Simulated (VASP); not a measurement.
A run of VASP 6.6.1:

POSCAR

```
Si
1.0
    0.0000000000      2.7221160925      2.7221160925
    2.7221160925      0.0000000000      2.7221160925
    2.7221160925      2.7221160925      0.0000000000
Si
2
Direct
    0.0000000000      0.0000000000      0.0000000000
    0.2500000000      0.2500000000      0.2500000000
```

The input INCAR.step1:

```
SYSTEM = Si
  ALGO = Normal
  EDIFF = 1E-5
  ENCUT = 550
  GGA = PE
  GGA_COMPAT = .False.
  ISMEAR = 0
  LASPH = .True.
  LCHARG = .False.
  LREAL = .False.
  LWAVE = .True.
  NBANDS = 11
  NELM = 120
  PREC = Accurate
  SIGMA = 0.02
```

File INCAR.step2:

```
SYSTEM = Si
  ALGO = Normal
  EDIFF = 1E-6
  ENCUT = 550
  GGA_COMPAT = .False.
  ISIF = 2
  ISMEAR = 0
  ISTART = 1
  LASPH = .True.
  LCHARG = .False.
  LMIXTAU = .True.
  LREAL = .False.
  LWAVE = .False.
  METAGGA = R2SCAN
  NBANDS = 11
  NELM = 120
  PREC = Accurate
  SIGMA = 0.02
```

KPOINTS

```
k-points
0
Gamma
  8 8 8
  0 0 0
```

Potentials or basis: VASP PAW PBE potentials, release 64 (Si).

The run is started by

```console
$ cat potpaw_PBE.64/Si/POTCAR > POTCAR
$ cp INCAR.step1 INCAR
$ mpirun -np 1 vasp_std > vasp.out
$ cp INCAR.step2 INCAR
$ mpirun -np 1 vasp_std > vasp.out
```

Hardware: 1 thread of Intel Xeon 8259CL, on a shared host.

Q: How long does it take, and how much memory?

A: It took 86 s on 1 thread of Intel Xeon 8259CL, on a shared host, peak memory 0.16 GiB. Counts: k points 29.
